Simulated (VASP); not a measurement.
## SrHfBr6: single point with r2SCAN+rVV10

Crystal: SrHfBr6.

```
Sr Hf Br
1.0
     5.59221    3.22867    2.54271
    -5.59221    3.22867    2.54271
     0.00000   -6.45733    2.54271
Sr Hf Br
1 1 6
Direct
  0.00000 0.00000 0.00000
  0.50000 0.50000 0.50000
  0.49450 0.27754 0.11930
  0.27754 0.11930 0.49450
  0.88070 0.50550 0.72246
  0.72246 0.88070 0.50550
  0.50550 0.72246 0.88070
  0.11930 0.49450 0.27754
```

- Program: VASP 6.6.1
- Task: single point
- Functional: r2SCAN
- Dispersion: rVV10
- Potentials or basis: VASP PAW PBE potentials, release 64 (Sr_sv, Hf_pv, Br)
- Cutoff: 520 eV
- k mesh: 4 × 4 × 4
- Occupations: fermi-dirac, width 0.03 eV
- Spin: no spin polarisation

| Item | Value |
| --- | --- |
| Pressure | -0.1 GPa |
| Largest force | 0.058 eV/Å |
| Band gap on the k mesh | 3.12 eV (least direct gap 3.25 eV) |

Forces in eV/Å, atoms in the order of the input:
```
Sr   0.000  0.000  0.000
Hf   0.000  0.000  0.000
Br  -0.020 -0.029  0.046
Br  -0.016  0.032  0.046
Br  -0.035  0.002 -0.046
Br   0.016 -0.032 -0.046
Br   0.020  0.029 -0.046
Br   0.035 -0.002  0.046
```

Levels at points of the mesh, in eV from the valence-band top:
```tsv
k point	band 28	band 29	band 30	band 31	band 32	band 33	band 34	band 35
(0.00, 0.00, 0.00)	-0.50	-0.15	-0.15	-0.14	3.55	3.68	3.68	5.20
(0.50, 0.00, 0.00)	-0.44	-0.43	-0.21	-0.16	3.61	3.71	3.95	5.74
(0.50, 0.50, 0.00)	-0.80	-0.62	-0.24	-0.13	3.12	3.74	3.93	5.77
(0.50, 0.50, 0.50)	-0.66	-0.49	-0.49	-0.44	3.58	3.73	3.73	5.51
```

Run time: 32 min on 1 thread of Intel Xeon 8259CL (shared host), peak memory 1.1 GiB.

Caveat: the PAW data sets were made with another functional, which shifts forces and pressure a little; spin-orbit coupling is left out, which moves the levels of the heavy elements. A k mesh can miss the band edges.
